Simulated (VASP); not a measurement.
## EuS: single point with LDA+U

**Experimental background.**

“Crystal-field mediated electronic transitions of EuS up to 35 GPa”, 2022, pmc:8786971 reports, for a powder of EuS at 300 K: band gap 1.72 eV (optical).

EuS:

```
Eu S
1.0
     0.00000    2.89296    2.89296
     2.89296    0.00000    2.89296
     2.89296    2.89296    0.00000
Eu S
1 1
Cartesian
  0.0000 0.0000 0.0000
  2.8930 2.8930 2.8930
```

* Program: VASP 6.6.1
* Task: single point
* Functional: LDA
* Potentials or basis: VASP PAW PBE potentials, release 64 (Eu, S)
* Cutoff: 600 eV
* k mesh: 8 × 8 × 8
* Occupations: fermi-dirac, width 0.05 eV
* Spin: collinear spin, ferromagnetic start
* Starting moments: [7.0, 0.0] μB
* Hubbard terms: Eu f U = 5.0 eV
* Dipole correction: no
* Further INCAR settings: ALGO = Normal; EDIFF = 1e-06; NBANDS = 22

```json
{
 "Pressure": "0.0 GPa",
 "Band gap on the k mesh": "zero (filled and empty bands overlap)",
 "Net moment": "7.00 μB per cell",
 "Site moments": "Eu +6.71; S -0.06 μB",
 "Valence electrons inside the program's atomic spheres": "Eu 14.84; S 3.74"
}
```

Levels at points of the mesh, in eV from the Fermi level:
Spin up:
```csv
k point,band 12,band 13,band 14,band 15,band 16,band 17,band 18,band 19
"(0.00, 0.00, 0.00)",-0.54,0.09,0.09,0.09,1.79,1.79,1.79,2.04
"(0.50, 0.00, 0.00)",-0.56,-0.56,-0.54,-0.54,3.92,4.35,4.79,4.79
"(0.50, 0.50, 0.00)",-0.60,-0.57,-0.31,-0.21,-0.21,4.10,4.48,5.90
```
Spin down:
| k point | band 5 | band 6 | band 7 | band 8 | band 9 | band 10 | band 11 | band 12 |
| --- | --- | --- | --- | --- | --- | --- | --- | --- |
| (0.00, 0.00, 0.00) | -12.87 | -1.77 | -1.77 | -1.77 | 2.39 | 2.39 | 2.39 | 2.42 |
| (0.50, 0.00, 0.00) | -11.49 | -4.72 | -3.19 | -3.19 | 3.92 | 4.97 | 5.68 | 5.68 |
| (0.50, 0.50, 0.00) | -12.48 | -2.93 | -2.12 | -2.12 | 0.16 | 4.89 | 5.02 | 6.78 |

Eigenvalues of the final occupation matrices:
```
    site  spin  trace                         eigenvalues
site 1 f     1   6.76  0.96 0.96 0.96 0.97 0.97 0.97 0.97
site 1 f     2   0.01  0.00 0.00 0.00 0.00 0.00 0.00 0.00
```

It took 87 s on 1 thread of AMD EPYC 9R45 96-Core Processor (Zen 5), with other jobs on the host, peak memory 0.2 GiB.

Measured gap of EuS: 1.72 eV (optical; 300 K; powder; “Crystal-field mediated electronic transitions of EuS up to 35 GPa”, 2022, pmc:8786971). This calculation gives 0.00 eV (-1.72 eV). So large a miss can be the level of theory's own, or it may mean another phase, state or a wrong row. Spin-orbit coupling on Eu is left out. The value is that of LDA+U on a finite k mesh, which can miss the band edges, without temperature or zero-point motion. The run's magnetic order (collinear spin, ferromagnetic start) needn't be the measured crystal's.

Caveat: the PAW data sets were made with another functional, which shifts forces and pressure a little; spin-orbit coupling is left out, which moves the levels of the heavy elements; a cell with one magnetic atom can't hold antiferromagnetic order, which such compounds often take. The state reached can hang on the start; a lower one may exist.
